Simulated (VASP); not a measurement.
# SrCl2 in VASP: a series of runs, part 2 of 2

VASP 6.6.1. The steps go on from the part before.

### 4 Electric field gradients, LDA (zz strain of +1 %)

Contents of INCAR:

```
SYSTEM = SrCl2
PREC = Accurate
ENCUT = 520
EDIFF = 1E-8
ISMEAR = -1
SIGMA = 0.01
LREAL = .FALSE.
LASPH = .TRUE.
NELM = 80
ALGO = Normal
ISIF = 2
LWAVE = .FALSE.
LCHARG = .FALSE.
GGA = CA
LEFG = .TRUE.
NBANDS = 19
```

Contents of KPOINTS:

```
regular mesh
0
G
  8 8 8
  0 0 0
```

Contents of POSCAR:

```
SrCl2
1.0
    0.0000000000      3.4855000000      3.5203550000
    3.4855000000      0.0000000000      3.5203550000
    3.4855000000      3.4855000000      0.0000000000
Sr Cl
1 2
Direct
    0.0000000000      0.0000000000      0.0000000000
    0.2500000000      0.2500000000      0.2500000000
    0.7500000000      0.7500000000      0.7500000000
```

Potentials or basis: VASP PAW LDA potentials, release 64 (Sr_sv, Cl).

Run with:

```
> cat potpaw_LDA.64/Sr_sv/POTCAR potpaw_LDA.64/Cl/POTCAR > POTCAR
> mpirun -np 1 vasp_std > vasp.out
```

OUTCAR:

```text
SYSTEM = SrCl2
   PREC = Accurate
   ENCUT = 520
   EDIFF = 1E-8
   ISMEAR = -1
   LREAL = .FALSE.
   LASPH = .TRUE.
   NELM = 80
   ISIF = 2
   GGA = CA

 ion  position               nearest neighbor table
   1  0.000  0.000  0.000-   3 3.03   3 3.03   2 3.03   2 3.03   3 3.03   2 3.03   3 3.03   2 3.03

   2  0.250  0.250  0.250-   1 3.03   1 3.03   1 3.03   1 3.03
   3  0.750  0.750  0.750-   1 3.03   1 3.03   1 3.03   1 3.03

  LATTYP: Found a body centered tetragonal cell.
 ALAT       =     4.9292413717
 C/A-ratio  =     1.4283556980

  Lattice vectors:

 A1 = (  -3.4855000000,   0.0000000000,   3.5203550000)
 A2 = (   3.4855000000,   0.0000000000,   3.5203550000)
 A3 = (   0.0000000000,   3.4855000000,  -3.5203550000)

Analysis of symmetry for initial positions (statically):
=====================================================================
 Subroutine PRICEL returns:
 Original cell was already a primitive cell.

 Routine SETGRP: Setting up the symmetry group for a
 body centered tetragonal supercell.

 Subroutine GETGRP returns: Found 16 space group operations
 (whereof 16 operations were pure point group operations)
 out of a pool of 16 trial point group operations.

The static configuration has the point symmetry D_4h.

Analysis of symmetry for dynamics (positions and initial velocities):
=====================================================================
 Subroutine PRICEL returns:
 Original cell was already a primitive cell.

 Routine SETGRP: Setting up the symmetry group for a
 body centered tetragonal supercell.

 Subroutine GETGRP returns: Found 16 space group operations
 (whereof 16 operations were pure point group operations)
[... 160 lines left out ...]
  band No.  band energies     occupation
      1     -32.8073      2.00000
      2     -14.9055      2.00000
      3     -14.9055      2.00000
      4     -14.9033      2.00000
      5     -13.3012      2.00000
      6     -12.4332      2.00000
[... 505 lines left out ...]
      6     -12.5772      2.00000
[... 11 lines left out ...]
     18       8.2273      0.00000
     19       9.0010      0.00000

 [... further k-points ...]
[... 5 lines left out ...]
  --------------------------------------------------------------------------------------
  -------------------------------------------------------------------------------------
  Total       -1.4918322     -1.4918322     -1.7519237      0.0000000      0.0000000      0.0000000
  in kB      -27.9437009    -27.9437009    -32.8155089      0.0000000      0.0000000      0.0000000
  external PRESSURE =     -29.5676369 kB  Pullay stress =       0.0000000 kB

 VOLUME and BASIS-vectors are now :
 -----------------------------------------------------------------------------
  energy-cutoff  :      520.00
  volume of cell :       85.54
      direct lattice vectors                 reciprocal lattice vectors
     0.000000000  3.485500000  3.520355000    -0.143451442  0.143451442  0.142031130
     3.485500000  0.000000000  3.520355000     0.143451442 -0.143451442  0.142031130
     3.485500000  3.485500000  0.000000000     0.143451442  0.143451442 -0.142031130

 POSITION                                       TOTAL-FORCE (eV/Angst)
 -----------------------------------------------------------------------------------
      0.00000      0.00000      0.00000         0.000000     -0.000000      0.000000
      1.74275      1.74275      1.76018         0.000000      0.000000     -0.000000
      5.22825      5.22825      5.28053        -0.000000     -0.000000     -0.000000
 -----------------------------------------------------------------------------------
    total drift:                               -0.000000     -0.000000      0.000000

  FREE ENERGIE OF THE ION-ELECTRON SYSTEM (eV)
  ---------------------------------------------------
  free  energy   TOTEN  =       -14.0136222333 eV

  energy  without entropy=      -14.0136222333  energy(sigma->0) =      -14.01362223

 Electric field gradients (V/A^2)
---------------------------------------------------------------------
 ion       V_xx      V_yy      V_zz      V_xy      V_xz      V_yz
---------------------------------------------------------------------
   1       0.911     0.911    -1.822    -0.000    -0.000    -0.000
   2      -1.519    -1.519     3.038    -0.000    -0.000    -0.000
   3      -1.519    -1.519     3.038    -0.000    -0.000    -0.000
---------------------------------------------------------------------

 Electric field gradients after diagonalization (V/A^2)
 (convention: |V_zz| > |V_xx| > |V_yy|)
----------------------------------------------------------------------
 ion       V_xx      V_yy      V_zz     asymmetry (V_yy - V_xx)/ V_zz
----------------------------------------------------------------------
   1       0.911     0.911    -1.822       0.000
   2      -1.519    -1.518     3.038       0.000
   3      -1.519    -1.518     3.038       0.000
----------------------------------------------------------------------

           NMR quadrupolar parameters

 Cq : quadrupolar parameter    Cq=e*Q*V_zz/h
 eta: asymmetry parameters     (V_yy - V_xx)/ V_zz
 Q  : nuclear electric quadrupole moment in mb (millibarn)
----------------------------------------------------------------------
 ion       Cq(MHz)       eta       Q (mb)
----------------------------------------------------------------------
   1      -0.004       0.000       1.000
   2       0.007       0.000       1.000
   3       0.007       0.000       1.000
----------------------------------------------------------------------
```

OSZICAR:

```text
N       E                     dE             d eps       ncg     rms          rms(c)
DAV:   1     0.138100095393E+03    0.13810E+03   -0.11311E+04  2242   0.113E+03
DAV:   2    -0.533869863726E+01   -0.14344E+03   -0.13954E+03  2986   0.222E+02
DAV:   3    -0.140259315471E+02   -0.86872E+01   -0.86545E+01  2852   0.541E+01
DAV:   4    -0.143377635649E+02   -0.31183E+00   -0.31129E+00  3693   0.893E+00
DAV:   5    -0.143413695413E+02   -0.36060E-02   -0.36056E-02  2998   0.944E-01    0.135E+01
DAV:   6    -0.140464217182E+02    0.29495E+00   -0.55521E-01  2572   0.405E+00    0.880E+00
DAV:   7    -0.140172352273E+02    0.29186E-01   -0.27805E-01  2992   0.319E+00    0.174E+00
DAV:   8    -0.140130162235E+02    0.42190E-02   -0.49222E-02  2497   0.116E+00    0.306E-01
DAV:   9    -0.140133731439E+02   -0.35692E-03   -0.14056E-03  2651   0.228E-01    0.108E-01
DAV:  10    -0.140135831945E+02   -0.21005E-03   -0.13579E-04  2684   0.678E-02    0.231E-02
DAV:  11    -0.140136188444E+02   -0.35650E-04   -0.22064E-05  2792   0.289E-02    0.223E-02
DAV:  12    -0.140136215612E+02   -0.27167E-05   -0.47737E-06  2926   0.107E-02    0.447E-03
DAV:  13    -0.140136222218E+02   -0.66064E-06   -0.56694E-07  2608   0.391E-03    0.213E-03
DAV:  14    -0.140136222332E+02   -0.11401E-07   -0.46833E-08  3017   0.128E-03    0.111E-03
DAV:  15    -0.140136222333E+02   -0.92768E-10   -0.33332E-09  1942   0.385E-04
   1 F= -.14013622E+02 E0= -.14013622E+02  d E =-.456988E-16
```

stdout:

```text
POSCAR found type information on POSCAR SrCl
 POSCAR found :  2 types and       3 ions
 scaLAPACK will be used
 LDA part: xc-table for (Slater(with rela. corr.)+CA(PZ))
 , standard interpolation
 POSCAR, INCAR and KPOINTS ok, starting setup
 FFT: planning ... GRIDC
 FFT: planning ... GRID_SOFT
 FFT: planning ... GRID
 WAVECAR not read
 entering main loop
ion   1

ion   2

ion   3
```

It took 61 s on 1 thread of Intel Xeon Platinum 8559C (Emerald Rapids), shared host; peak memory 0.24 GiB.

What came out:

```yaml
Free_energy: -14.0136 eV
Pressure: -3.0 GPa
Band_gap_on_the_k_mesh: 4.83 eV, indirect (least direct gap 5.13 eV)
```

Stress tensor (GPa, compression positive):
```
-2.79  0.00  0.00
 0.00 -2.79  0.00
 0.00  0.00 -3.28
```

Electric field gradients, principal values (V/Å²):
```csv
atom,least,middle,greatest (by size)
1 Sr,0.911,0.911,-1.822
2 Cl,-1.518,-1.519,3.038
3 Cl,-1.518,-1.519,3.038
```

Caveat: the cell differs from its parent crystal (zz strain of +1 %); without QUAD_EFG the Cq values of the log hold for a quadrupole moment of 1 mb, not for the nuclei.

### 5 Electric field gradients, LDA (zz strain of +2 %)

Contents of INCAR:

```
PREC = Accurate
ENCUT = 520
EDIFF = 1E-8
ISMEAR = -1
SIGMA = 0.01
LREAL = False
LASPH = True
NELM = 80
ALGO = Normal
ISIF = 2
LWAVE = False
LCHARG = False
LEFG = True
NBANDS = 19
```

Contents of KPOINTS:

```
regular mesh
0
Gamma
  8 8 8
```

Contents of POSCAR:

```
SrCl2
1.0
    0.0000000000      3.4855000000      3.5552100000
    3.4855000000      0.0000000000      3.5552100000
    3.4855000000      3.4855000000      0.0000000000
Sr Cl
1 2
Direct
    0.0000000000      0.0000000000      0.0000000000
    0.2500000000      0.2500000000      0.2500000000
    0.7500000000      0.7500000000      0.7500000000
```

Potentials or basis: VASP PAW LDA potentials, release 64 (Sr_sv, Cl).

Run with:

```
> cat potpaw_LDA.64/Sr_sv/POTCAR potpaw_LDA.64/Cl/POTCAR > POTCAR
> mpirun -np 1 vasp_std > vasp.out
```

OUTCAR:

```text
PREC = Accurate
   ENCUT = 520
   EDIFF = 1E-8
   ISMEAR = -1
   LREAL = False
   LASPH = True
   NELM = 80
   ISIF = 2

 ion  position               nearest neighbor table
   1  0.000  0.000  0.000-   3 3.04   3 3.04   3 3.04   2 3.04   3 3.04   2 3.04   2 3.04   2 3.04

   2  0.250  0.250  0.250-   1 3.04   1 3.04   1 3.04   1 3.04
   3  0.750  0.750  0.750-   1 3.04   1 3.04   1 3.04   1 3.04

  LATTYP: Found a body centered tetragonal cell.
 ALAT       =     4.9292413717
 C/A-ratio  =     1.4424978336

  Lattice vectors:

 A1 = (  -3.4855000000,   0.0000000000,   3.5552100000)
 A2 = (   3.4855000000,   0.0000000000,   3.5552100000)
 A3 = (   0.0000000000,   3.4855000000,  -3.5552100000)

Analysis of symmetry for initial positions (statically):
=====================================================================
 Subroutine PRICEL returns:
 Original cell was already a primitive cell.

 Routine SETGRP: Setting up the symmetry group for a
 body centered tetragonal supercell.

 Subroutine GETGRP returns: Found 16 space group operations
 (whereof 16 operations were pure point group operations)
 out of a pool of 16 trial point group operations.

The static configuration has the point symmetry D_4h.

Analysis of symmetry for dynamics (positions and initial velocities):
=====================================================================
 Subroutine PRICEL returns:
 Original cell was already a primitive cell.

 Routine SETGRP: Setting up the symmetry group for a
 body centered tetragonal supercell.

 Subroutine GETGRP returns: Found 16 space group operations
 (whereof 16 operations were pure point group operations)
 out of a pool of 16 trial point group operations.

[... 159 lines left out ...]
      1     -32.9039      2.00000
      2     -14.9982      2.00000
      3     -14.9982      2.00000
      4     -14.9936      2.00000
      5     -13.3349      2.00000
      6     -12.4857      2.00000
[... 505 lines left out ...]
      6     -12.6332      2.00000
[... 11 lines left out ...]
     18       8.1301      0.00000
     19       8.8765      0.00000

 [... further k-points ...]
[... 5 lines left out ...]
  --------------------------------------------------------------------------------------
  -------------------------------------------------------------------------------------
  Total       -1.5770180     -1.5770180     -2.0911525      0.0000000      0.0000000      0.0000000
  in kB      -29.2497264    -29.2497264    -38.7856313      0.0000000      0.0000000      0.0000000
  external PRESSURE =     -32.4283614 kB  Pullay stress =       0.0000000 kB

 VOLUME and BASIS-vectors are now :
 -----------------------------------------------------------------------------
  energy-cutoff  :      520.00
  volume of cell :       86.38
      direct lattice vectors                 reciprocal lattice vectors
     0.000000000  3.485500000  3.555210000    -0.143451442  0.143451442  0.140638668
     3.485500000  0.000000000  3.555210000     0.143451442 -0.143451442  0.140638668
     3.485500000  3.485500000  0.000000000     0.143451442  0.143451442 -0.140638668

 POSITION                                       TOTAL-FORCE (eV/Angst)
 -----------------------------------------------------------------------------------
      0.00000      0.00000      0.00000        -0.000000      0.000000      0.000000
      1.74275      1.74275      1.77761         0.000000      0.000000     -0.000000
      5.22825      5.22825      5.33282        -0.000000     -0.000000      0.000000
 -----------------------------------------------------------------------------------
    total drift:                               -0.000000     -0.000000      0.000000

  FREE ENERGIE OF THE ION-ELECTRON SYSTEM (eV)
  ---------------------------------------------------
  free  energy   TOTEN  =       -13.9949326902 eV

  energy  without entropy=      -13.9949326902  energy(sigma->0) =      -13.99493269

 Electric field gradients (V/A^2)
---------------------------------------------------------------------
 ion       V_xx      V_yy      V_zz      V_xy      V_xz      V_yz
---------------------------------------------------------------------
   1       1.807     1.807    -3.614    -0.000    -0.000    -0.000
   2      -3.000    -3.000     5.999    -0.000    -0.000    -0.000
   3      -3.000    -3.000     5.999    -0.000    -0.000    -0.000
---------------------------------------------------------------------

 Electric field gradients after diagonalization (V/A^2)
 (convention: |V_zz| > |V_xx| > |V_yy|)
----------------------------------------------------------------------
 ion       V_xx      V_yy      V_zz     asymmetry (V_yy - V_xx)/ V_zz
----------------------------------------------------------------------
   1       1.807     1.807    -3.614       0.000
   2      -3.000    -2.999     5.999       0.000
   3      -3.000    -2.999     5.999       0.000
----------------------------------------------------------------------

           NMR quadrupolar parameters

 Cq : quadrupolar parameter    Cq=e*Q*V_zz/h
 eta: asymmetry parameters     (V_yy - V_xx)/ V_zz
 Q  : nuclear electric quadrupole moment in mb (millibarn)
----------------------------------------------------------------------
 ion       Cq(MHz)       eta       Q (mb)
----------------------------------------------------------------------
   1      -0.009       0.000       1.000
   2       0.015       0.000       1.000
   3       0.015       0.000       1.000
----------------------------------------------------------------------
```

stdout:

```text
POSCAR found type information on POSCAR SrCl
 POSCAR found :  2 types and       3 ions
 scaLAPACK will be used
 LDA part: xc-table for (Slater(with rela. corr.)+CA(PZ))
 , standard interpolation
 POSCAR, INCAR and KPOINTS ok, starting setup
 FFT: planning ... GRIDC
 FFT: planning ... GRID_SOFT
 FFT: planning ... GRID
 WAVECAR not read
 entering main loop
ion   1

ion   2

ion   3
```

It took 61 s on 1 thread of Intel Xeon Platinum 8559C (Emerald Rapids), shared host; peak memory 0.24 GiB.

What came out:

```yaml
Free_energy: -13.9949 eV
Pressure: -3.2 GPa
Band_gap_on_the_k_mesh: 4.77 eV, indirect (least direct gap 5.10 eV)
```

Stress tensor (GPa, compression positive):
```
-2.92  0.00  0.00
 0.00 -2.92  0.00
 0.00  0.00 -3.88
```

Electric field gradients, principal values (V/Å²):
```
atom   least  middle  greatest (by size)
1 Sr   1.807   1.807              -3.614
2 Cl  -2.999  -3.000               5.999
3 Cl  -2.999  -3.000               5.999
```

Caveat: the cell differs from its parent crystal (zz strain of +2 %); without QUAD_EFG the Cq values of the log hold for a quadrupole moment of 1 mb, not for the nuclei. A k mesh can miss the band edges.

### 6 The runs side by side

```csv
cell,gap on the mesh (eV),pressure (GPa)
"a = 4.979 Å, angles 58.7°, 3 atoms",4.90,-2.6
"a = 4.880, b = 4.880, c = 4.929 Å, angles 59.7, 59.7, 60.7°, 3 atoms",4.87,-2.0
"a = 4.954, b = 4.954, c = 4.929 Å, angles 60.2, 60.2, 59.7°, 3 atoms",4.83,-3.0
"a = 4.979, b = 4.979, c = 4.929 Å, angles 60.3, 60.3, 59.3°, 3 atoms",4.77,-3.2
```

Alike in all rows: task electric field gradients; level LDA; potentials or basis VASP PAW LDA potentials, release 64 (Sr_sv, Cl); no spin polarisation; k mesh 8 × 8 × 8; cutoff (eV) 520; smearing fermi-dirac 0.01 eV.

Absolute energies hang on the potentials; compare differences alone.
